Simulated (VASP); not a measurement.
# HfO2 (Fm-3m) in VASP: a series of runs

HfO2 is run at these levels: PBEsol; tasks: single point.

All numbers are computed with VASP 6.6.1; they aren't measurements. Logs are shortened: lines on timing, memory, paths and dates and some standing lists are left out, and cuts for length are marked.

**1. The cell of the first run**

The structure is cubic, space group Fm-3m (No. 225). The conventional cell has a = 5.089 Å, b = 5.089 Å, c = 5.089 Å, α = 90.00°, β = 90.00°, γ = 90.00°. Within 2.9 Å of Hf (site symmetry m-3m) lie 8 O at 2.20 Å. O (site symmetry -43m) has 4 Hf at 2.20 Å and 6 O at 2.54 Å within 2.9 Å.

**2. Single point, PBEsol**

Contents of INCAR:

```
SYSTEM = HfO2
PREC     = Accurate       ! precision mode
ENCUT    = 520            ! plane-wave cutoff, eV
EDIFF    = 1E-7           ! SCF threshold, eV
ISMEAR   = 0              ! smearing method
SIGMA    = 0.05           ! smearing width, eV
LREAL    = .FALSE.        ! projectors in reciprocal space
LASPH    = .TRUE.         ! aspherical terms in the spheres
NELM     = 60             ! most SCF steps
ALGO     = Normal         ! electronic algorithm
ISIF     = 2              ! what is computed and relaxed
LWAVE    = .FALSE.        ! write WAVECAR
LCHARG   = .FALSE.        ! write CHGCAR
GGA      = PS             ! functional
NBANDS   = 18             ! bands
```

Contents of KPOINTS:

```
regular mesh
0
G
  8 8 8
  0 0 0
```

Contents of POSCAR:

```
HfO2
1.0
    0.0000000000      2.5442778265      2.5442778265
    2.5442778265      0.0000000000      2.5442778265
    2.5442778265      2.5442778265      0.0000000000
Hf O
1 2
Direct
    0.0000000000      0.0000000000      0.0000000000
    0.2500000000      0.2500000000      0.2500000000
    0.7500000000      0.7500000000      0.7500000000
```

Potentials or basis: VASP PAW PBE potentials, release 64 (Hf_pv, O).

Run with:

```console
$ cat potpaw_PBE.64/Hf_pv/POTCAR potpaw_PBE.64/O/POTCAR > POTCAR
$ mpirun -np 1 vasp_std > vasp.out
```

OUTCAR:

```text
SYSTEM = HfO2
   PREC = Accurate
   ENCUT = 520
   EDIFF = 1E-7
   ISMEAR = 0
   LREAL = .FALSE.
   LASPH = .TRUE.
   NELM = 60
   ISIF = 2
   GGA = PS

 ion  position               nearest neighbor table
   1  0.000  0.000  0.000-   3 2.20   3 2.20   3 2.20   2 2.20   3 2.20   2 2.20   2 2.20   2 2.20

   2  0.250  0.250  0.250-   1 2.20   1 2.20   1 2.20   1 2.20
   3  0.750  0.750  0.750-   1 2.20   1 2.20   1 2.20   1 2.20

  LATTYP: Found a face centered cubic cell.
 ALAT       =     5.0885556530

  Lattice vectors:

 A1 = (   0.0000000000,   2.5442778265,   2.5442778265)
 A2 = (   2.5442778265,   0.0000000000,   2.5442778265)
 A3 = (   2.5442778265,   2.5442778265,   0.0000000000)

Analysis of symmetry for initial positions (statically):
=====================================================================
 Subroutine PRICEL returns:
 Original cell was already a primitive cell.

 Routine SETGRP: Setting up the symmetry group for a
 face centered cubic supercell.

 Subroutine GETGRP returns: Found 48 space group operations
 (whereof 48 operations were pure point group operations)
 out of a pool of 48 trial point group operations.

The static configuration has the point symmetry O_h .

Analysis of symmetry for dynamics (positions and initial velocities):
=====================================================================
 Subroutine PRICEL returns:
 Original cell was already a primitive cell.

 Routine SETGRP: Setting up the symmetry group for a
 face centered cubic supercell.

 Subroutine GETGRP returns: Found 48 space group operations
 (whereof 48 operations were pure point group operations)
 out of a pool of 48 trial point group operations.

The dynamic configuration has the point symmetry O_h .

 Subroutine INISYM returns: Found 48 space group operations
 (whereof 48 operations are pure point group operations),
 and found     1 'primitive' translations

----------------------------------------------------------------------------------------

                                     Primitive cell

  volume of cell :      32.9400

  direct lattice vectors                    reciprocal lattice vectors
     0.000000000  2.544277827  2.544277827    -0.196519419  0.196519419  0.196519419
     2.544277827  0.000000000  2.544277827     0.196519419 -0.196519419  0.196519419
     2.544277827  2.544277827  0.000000000     0.196519419  0.196519419 -0.196519419

  length of vectors
     3.598152209  3.598152209  3.598152209     0.340381618  0.340381618  0.340381618

  position of ions in fractional coordinates (direct lattice)
     0.000000000  0.000000000  0.000000000
     0.250000000  0.250000000  0.250000000
     0.750000000  0.750000000  0.750000000

  ion indices of the primitive-cell ions
   primitive index   ion index
                 1           1
                 2           2
                 3           3

----------------------------------------------------------------------------------------

 KPOINTS: regular mesh

Automatic generation of k-mesh.
 Grid dimensions read from file:
 generate k-points for:    8    8    8

 Generating k-lattice:

  Cartesian coordinates                     Fractional coordinates (reciprocal lattice)
    -0.024564927  0.024564927  0.024564927     0.125000000  0.000000000  0.000000000
     0.024564927 -0.024564927  0.024564927     0.000000000  0.125000000  0.000000000
     0.024564927  0.024564927 -0.024564927     0.000000000  0.000000000  0.125000000

  Length of vectors
     0.042547702  0.042547702  0.042547702

  Shift w.r.t. Gamma in fractional coordinates (k-lattice)
     0.000000000  0.000000000  0.000000000

 Subroutine IBZKPT returns following result:
 ===========================================

 Found     29 irreducible k-points:

 Following reciprocal coordinates:
            Coordinates               Weight
  0.000000  0.000000  0.000000      1.000000
  0.125000  0.000000  0.000000      8.000000
  0.250000  0.000000  0.000000      8.000000
  0.375000  0.000000  0.000000      8.000000
  0.500000  0.000000  0.000000      4.000000
  0.125000  0.125000  0.000000      6.000000
[... 16 lines left out ...]
  0.500000  0.250000  0.125000     48.000000
 -0.375000  0.250000  0.125000     24.000000
 [... further k-points ...]
   k-points           NKPTS =     29   k-points in BZ     NKDIM =     29   number of bands    NBANDS=     18
   number of dos      NEDOS =    301   number of ions     NIONS =      3
   total plane-waves  NPLWV =  21952
   dimension x,y,z NGX =    28 NGY =   28 NGZ =   28
   dimension x,y,z NGXF=    56 NGYF=   56 NGZF=   56
   ions per type =               1   2
   NGX,Y,Z   is equivalent  to a cutoff of  12.94, 12.94, 12.94 a.u.
   NGXF,Y,Z  is equivalent  to a cutoff of  25.87, 25.87, 25.87 a.u.
 SYSTEM =  HfO2
   PREC   = accura    normal or accurate (medium, high low for compatibility)
   ISTART =      0    job   : 0-new  1-cont  2-samecut
   ICHARG =      2    charge: 1-file 2-atom 10-const
   ISPIN  =      1    spin polarized calculation?
   LNONCOLLINEAR =      F non collinear calculations
   LSORBIT =      F    spin-orbit coupling
   LASPH  =      T    aspherical Exc in radial PAW
   ENCUT  =  520.0 eV  38.22 Ry    6.18 a.u.   6.69  6.69  6.69*2*pi/ulx,y,z
   NELM   =     60;   NELMIN=  2; NELMDL= -5     # of ELM steps
   EDIFF  = 0.1E-06   stopping-criterion for ELM
   LREAL  =      F    real-space projection
   EDIFFG = 0.1E-05   stopping-criterion for IOM
   NSW    =      0    number of steps for IOM
   IBRION =     -1    ionic relax: 0-MD 1-quasi-New 2-CG
   NFREE  =      0    steps in history (QN), initial steepest desc. (CG)
   ISIF   =      2    stress and relaxation
   ISYM   =      2    0-nonsym 1-usesym 2-fastsym
   POTIM  = 0.5000    time-step for ionic-motion
   TEBEG  =    0.0;   TEEND  =   0.0 temperature during run
   PSTRESS=    0.0 pullay stress
   NELECT =      22.0000    total number of electrons
   NUPDOWN=      -1.0000    fix difference up-down
   EMIN   =  10.00;   EMAX   =-10.00  energy-range for DOS
   EFERMI =   0.00;   METHOD = LEGACY
   ISMEAR =     0;   SIGMA  =   0.05  broadening in eV -4-tet -1-fermi 0-gaus
   EFERMI_NEDOS =   21; number of points for ismear=-14 and -15
   IALGO  =     38    algorithm
   IMIX   =      4    mixing-type and parameters
     AMIX     =   0.40;   BMIX     =  1.00
     AMIX_MAG =   1.60;   BMIX_MAG =  1.00
  volume/ion in A,a.u.               =      10.98        74.10
  Fermi-wavevector in a.u.,A,eV,Ry     =   1.431005  2.704208 27.861680  2.047776
  Thomas-Fermi vector in A             =   2.550789
   LORBIT       =      0    0 simple, 1 ext, 2 COOP (PROOUT), +10 PAW based schemes
   GGA     = PS    functional components
   LHFCALC =     F    Hartree Fock is set to
   AEXX    =    0.0000 exact exchange contribution
   IVDW    =     0    specifies the selected vdW correction
   LEPSILON=     F    determine dielectric tensor
   LRPA    =     F    only Hartree local field effects (RPA)
 non-spin polarized calculation
 Gauss-broadening in eV      SIGMA  =   0.05
  energy-cutoff  :      520.00
  volume of cell :       32.94
 maximum number of plane-waves:       905
   NGX = 13   NGY = 13   NGZ = 13

 number of electron      21.9999991 magnetization

 Free energy of the ion-electron system (eV)
  ---------------------------------------------------
  ext. energy  EPLUGINS =         0.00000000
  ---------------------------------------------------
  free energy    TOTEN  =       -31.59603265 eV

  energy without entropy =      -31.59603265  energy(sigma->0) =      -31.59603265

 E-fermi :   4.3500     XC(G=0): -12.0461

 val. band max:        4.0377679152   @ k =   0.5000   0.5000   0.0000
 cond. band min:       7.6806686308   @ k =   0.5000   0.5000   0.0000
 fundamental gap:      3.6429007156
 Fermi energy:         4.3500343816

 k-point     1 :       0.0000    0.0000    0.0000
  band No.  band energies     occupation
      1     -25.6379      2.00000
      2     -25.6379      2.00000
      3     -25.6379      2.00000
      4     -14.5812      2.00000
      5     -11.5371      2.00000
      6      -1.2954      2.00000
[... 10 lines left out ...]
     17      14.3193      0.00000
     18      17.4872      0.00000

 k-point     2 :       0.1250    0.0000    0.0000
  band No.  band energies     occupation
      1     -25.7031      2.00000
      2     -25.6450      2.00000
      3     -25.6450      2.00000
      4     -14.3748      2.00000
      5     -11.7069      2.00000
      6      -1.1459      2.00000
[... 10 lines left out ...]
     17      14.0534      0.00000
     18      17.3464      0.00000

 k-point     3 :       0.2500    0.0000    0.0000
  band No.  band energies     occupation
      1     -25.8545      2.00000
      2     -25.6622      2.00000
      3     -25.6622      2.00000
      4     -13.8838      2.00000
      5     -12.0508      2.00000
      6      -0.7765      2.00000
[... 10 lines left out ...]
     17      13.5801      0.00000
     18      16.4044      0.00000

 k-point     4 :       0.3750    0.0000    0.0000
  band No.  band energies     occupation
      1     -25.9984      2.00000
      2     -25.6793      2.00000
      3     -25.6793      2.00000
      4     -13.4561      2.00000
      5     -12.2549      2.00000
      6      -0.4095      2.00000
[... 10 lines left out ...]
     17      13.3588      0.00000
     18      15.9228      0.00000

 k-point     5 :       0.5000    0.0000    0.0000
  band No.  band energies     occupation
      1     -26.0560      2.00000
      2     -25.6863      2.00000
      3     -25.6863      2.00000
      4     -13.3386      2.00000
      5     -12.2578      2.00000
      6      -0.2676      2.00000
[... 10 lines left out ...]
     17      13.2850      0.00000
     18      16.2718      0.00000

 k-point     6 :       0.1250    0.1250    0.0000
  band No.  band energies     occupation
      1     -25.7083      2.00000
      2     -25.6555      2.00000
      3     -25.6555      2.00000
      4     -14.3021      2.00000
      5     -11.7637      2.00000
      6      -1.1273      2.00000
[... 10 lines left out ...]
     17      13.9847      0.00000
     18      17.2267      0.00000

 k-point     7 :       0.2500    0.1250    0.0000
  band No.  band energies     occupation
      1     -25.8202      2.00000
      2     -25.6751      2.00000
      3     -25.6740      2.00000
      4     -13.8916      2.00000
      5     -12.0525      2.00000
      6      -0.8504      2.00000
[... 10 lines left out ...]
     17      13.6513      0.00000
     18      16.8933      0.00000

 k-point     8 :       0.3750    0.1250    0.0000
  band No.  band energies     occupation
      1     -25.9544      2.00000
      2     -25.7028      2.00000
      3     -25.6922      2.00000
      4     -13.4143      2.00000
      5     -12.3074      2.00000
      6      -0.5378      2.00000
[... 10 lines left out ...]
     17      13.8993      0.00000
     18      16.3250      0.00000
[... 229 lines left out ...]
     17      15.8561      0.00000
     18      17.4324      0.00000

 k-point    20 :      -0.3750    0.3750    0.0000
  band No.  band energies     occupation
      1     -25.9921      2.00000
      2     -25.8602      2.00000
      3     -25.7346      2.00000
      4     -12.7673      2.00000
      5     -12.5092      2.00000
      6      -1.7993      2.00000
[... 10 lines left out ...]
     17      16.4096      0.00000
     18      17.3318      0.00000

 k-point    21 :       0.5000    0.5000    0.0000
  band No.  band energies     occupation
      1     -26.0794      2.00000
      2     -25.7577      2.00000
      3     -25.7577      2.00000
      4     -12.8195      2.00000
      5     -12.4312      2.00000
      6      -2.4576      2.00000
[... 10 lines left out ...]
     17      16.9545      0.00000
     18      17.3230      0.00000

 k-point    22 :       0.3750    0.2500    0.1250
  band No.  band energies     occupation
      1     -25.9003      2.00000
      2     -25.7314      2.00000
      3     -25.6841      2.00000
      4     -13.4635      2.00000
      5     -12.3055      2.00000
      6      -0.7873      2.00000
[... 10 lines left out ...]
     17      13.6903      0.00000
     18      16.9562      0.00000

 k-point    23 :       0.5000    0.2500    0.1250
  band No.  band energies     occupation
      1     -25.9710      2.00000
      2     -25.7848      2.00000
      3     -25.7036      2.00000
      4     -13.0755      2.00000
      5     -12.4639      2.00000
      6      -0.8017      2.00000
[... 10 lines left out ...]
     17      14.5730      0.00000
     18      16.7961      0.00000

 k-point    24 :      -0.3750    0.2500    0.1250
  band No.  band energies     occupation
      1     -25.9988      2.00000
      2     -25.8061      2.00000
      3     -25.7132      2.00000
      4     -12.9853      2.00000
      5     -12.4418      2.00000
      6      -0.8083      2.00000
[... 10 lines left out ...]
     17      14.7737      0.00000
     18      16.7858      0.00000

 [... further k-points ...]
[... 5 lines left out ...]
  --------------------------------------------------------------------------------------
  -------------------------------------------------------------------------------------
  Total       -2.0823287     -2.0823287     -2.0823287      0.0000000      0.0000000     -0.0000000
  in kB     -101.2829327   -101.2829327   -101.2829327      0.0000000      0.0000000     -0.0000000
  external PRESSURE =    -101.2829327 kB  Pullay stress =       0.0000000 kB

 VOLUME and BASIS-vectors are now :
 -----------------------------------------------------------------------------
  energy-cutoff  :      520.00
  volume of cell :       32.94
      direct lattice vectors                 reciprocal lattice vectors
     0.000000000  2.544277827  2.544277827    -0.196519419  0.196519419  0.196519419
     2.544277827  0.000000000  2.544277827     0.196519419 -0.196519419  0.196519419
     2.544277827  2.544277827  0.000000000     0.196519419  0.196519419 -0.196519419

 POSITION                                       TOTAL-FORCE (eV/Angst)
 -----------------------------------------------------------------------------------
      0.00000      0.00000      0.00000        -0.000000      0.000000      0.000000
      1.27214      1.27214      1.27214        -0.000000     -0.000000     -0.000000
      3.81642      3.81642      3.81642         0.000000      0.000000      0.000000
 -----------------------------------------------------------------------------------
    total drift:                                0.000000      0.000000      0.000000

  FREE ENERGIE OF THE ION-ELECTRON SYSTEM (eV)
  ---------------------------------------------------
  free  energy   TOTEN  =       -31.5960326469 eV

  energy  without entropy=      -31.5960326469  energy(sigma->0) =      -31.59603265
```

Run time: 9.9 s. Hardware: 1 thread of Intel Xeon 6975P-C (Granite Rapids), shared host; peak memory 0.16 GiB.

What came out:

```yaml
Free_energy: -31.5960 eV
Pressure: -10.1 GPa
Band_gap_on_the_k_mesh: 3.64 eV, direct
```

Caveat: the PAW data sets were made with another functional, which shifts forces and pressure a little; spin-orbit coupling is left out, which moves the levels of the heavy elements. A k mesh can miss the band edges.

**3. Single point, PBEsol**

This run uses another cell than the first one, of 11.27 Å³/atom, 1.026 times its volume.

Contents of INCAR:

```
SYSTEM = HfO2
PREC = Accurate
ENCUT = 520
EDIFF = 1E-6
ISMEAR = 0
SIGMA = 0.05
LREAL = .False.
LASPH = .True.
NELM = 60
ALGO = Normal
ISIF = 2
LWAVE = .False.
LCHARG = .False.
GGA = PS
NBANDS = 18
```

Contents of KPOINTS:

```
regular mesh
0
Gamma
  8 8 8
  0 0 0
```

Contents of POSCAR:

```
HfO2
1.0
    0.0000000000      2.5661033977      2.5661033977
    2.5661033977      0.0000000000      2.5661033977
    2.5661033977      2.5661033977      0.0000000000
Hf O
1 2
Direct
    0.0000000000      0.0000000000      0.0000000000
    0.2500000000      0.2500000000      0.2500000000
    0.7500000000      0.7500000000      0.7500000000
```

Potentials or basis: VASP PAW PBE potentials, release 64 (Hf_pv, O).

Run with:

```console
$ cat potpaw_PBE.64/Hf_pv/POTCAR potpaw_PBE.64/O/POTCAR > POTCAR
$ mpirun -np 1 vasp_std > vasp.out
```

Wall time 8.5 s (1 thread of Intel Xeon 6975P-C (Granite Rapids), shared host); peak memory 0.16 GiB.

It converged, with:

```
Free energy            : -31.5282 eV
Pressure               : -15.6 GPa
Band gap on the k mesh : 3.58 eV, direct
```

Levels at points of the mesh, in eV from the valence-band top:
| k point | band 7 | band 8 | band 9 | band 10 | band 11 | band 12 | band 13 | band 14 | band 15 | band 16 |
| --- | --- | --- | --- | --- | --- | --- | --- | --- | --- | --- |
| (0.00, 0.00, 0.00) | -5.18 | -5.18 | -0.60 | -0.60 | -0.60 | 3.69 | 3.69 | 5.36 | 9.96 | 9.96 |
| (0.50, 0.00, 0.00) | -4.17 | -3.03 | -2.69 | -1.81 | -1.81 | 4.39 | 4.39 | 6.61 | 8.72 | 8.98 |
| (0.50, 0.50, 0.00) | -3.42 | -3.42 | -1.48 | -1.48 | 0.00 | 3.58 | 5.24 | 6.27 | 7.81 | 7.81 |

Caveat: the PAW data sets were made with another functional, which shifts forces and pressure a little; spin-orbit coupling is left out, which moves the levels of the heavy elements. PBEsol gaps usually lie below the measured ones, often by a third to a half.

**4. Single point, PBEsol**

This run uses another cell than the first one, of 11.55 Å³/atom, 1.052 times its volume.

Contents of INCAR:

```
ALGO = Normal
EDIFF = 1E-6
ENCUT = 520
GGA = PS
ISIF = 2
ISMEAR = 0
LASPH = True
LCHARG = False
LREAL = False
LWAVE = False
NBANDS = 18
NELM = 100
PREC = Accurate
SIGMA = 0.05
```

Contents of KPOINTS:

```
k-points
0
Gamma
  8 8 8
```

Contents of POSCAR:

```
HfO2
1.0
    0.0000000000      2.5876385606      2.5876385606
    2.5876385606      0.0000000000      2.5876385606
    2.5876385606      2.5876385606      0.0000000000
Hf O
1 2
Direct
    0.0000000000      0.0000000000      0.0000000000
    0.2500000000      0.2500000000      0.2500000000
    0.7500000000      0.7500000000      0.7500000000
```

Run with:

```console
$ cat potpaw_PBE.64/Hf_pv/POTCAR potpaw_PBE.64/O/POTCAR > POTCAR
$ mpirun -np 1 vasp_std > vasp.out
```

Wall time 8.5 s (1 thread of Intel Xeon 6975P-C (Granite Rapids), shared host); peak memory 0.16 GiB.

It converged, with:

* Free energy: -31.4325 eV
* Pressure: -20.4 GPa
* Band gap on the k mesh: 3.51 eV, direct

Levels at points of the mesh, in eV from the valence-band top:
| k point | band 8 | band 9 | band 10 | band 11 | band 12 | band 13 | band 14 | band 15 |
| --- | --- | --- | --- | --- | --- | --- | --- | --- |
| (0.00, 0.00, 0.00) | -5.03 | -0.59 | -0.59 | -0.59 | 3.63 | 3.63 | 5.16 | 9.66 |
| (0.50, 0.00, 0.00) | -3.00 | -2.64 | -1.78 | -1.78 | 4.30 | 4.30 | 6.39 | 8.64 |
| (0.50, 0.50, 0.00) | -3.36 | -1.44 | -1.44 | 0.00 | 3.51 | 5.11 | 6.05 | 7.60 |

Caveat: the PAW data sets were made with another functional, which shifts forces and pressure a little; spin-orbit coupling is left out, which moves the levels of the heavy elements. A k mesh can miss the band edges.

**5. The runs side by side**

```tsv
cell	gap on the mesh (eV)	pressure (GPa)
a = 3.598 Å, angles 60.0°, 3 atoms	3.64	-10.1
a = 3.629 Å, angles 60.0°, 3 atoms	3.58	-15.6
a = 3.659 Å, angles 60.0°, 3 atoms	3.51	-20.4
```

Alike in all rows: task single point; level PBEsol; potentials or basis VASP PAW PBE potentials, release 64 (Hf_pv, O); no spin polarisation; k mesh 8 × 8 × 8; cutoff (eV) 520; smearing gaussian 0.05 eV.

Caveats: the PAW data sets were made with another functional, which shifts forces and pressure a little; spin-orbit coupling is left out, which moves the levels of the heavy elements.

Absolute energies hang on the potentials; compare differences alone.
